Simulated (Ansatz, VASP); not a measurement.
**One calculation of Al6H, two programs**

```
CELL_PARAMETERS angstrom
5.71430 0.00000 0.00000
-2.85715 4.94873 0.00000
0.00000 0.00000 22.60164
ATOMIC_POSITIONS crystal
Al 0.33333 0.16667 0.17698
Al 0.33333 0.66667 0.17698
Al 0.83333 0.16667 0.17698
Al 0.83333 0.66667 0.17698
Al 0.16667 0.33333 0.27878
Al 0.16667 0.83333 0.27878
Al 0.66667 0.33333 0.27878
Al 0.66667 0.83333 0.27878
Al 0.00000 0.00000 0.38058
Al 0.00000 0.50000 0.38058
Al 0.50000 0.00000 0.38058
Al 0.50000 0.50000 0.38058
H 0.23000 0.16667 0.41464
H 0.43667 0.16667 0.41464
```

Alike in both runs: task single point; functional PBE; k mesh 6 × 6 × 1; occupations gaussian, width 0.1 eV; no spin polarisation.

|  | VASP | Ansatz |
| --- | --- | --- |
| version | VASP 6.6.1 | Ansatz 0.2.0 |
| potentials or method | VASP PAW PBE potentials, release 64 (Al, H), cutoff 520 eV | scalar-relativistic, plane waves, PAW |
| valence electrons in the cell | 38 | 38 |

```tsv
	VASP	Ansatz	Ansatz less VASP
gap on the k mesh at the Fermi level (eV)	none	none	-
rms of the force components (eV/Å)	1.385	1.386	+0.0005
work function, face that differs most (eV)	3.84	3.84	-0.001
```

Atom by atom the forces differ by 0.001 eV/Å (rms over components). A gap of «none» marks a metal or a gap that the smearing closes. With one functional, cell and mesh, what is left measures potentials, basis and numerics.
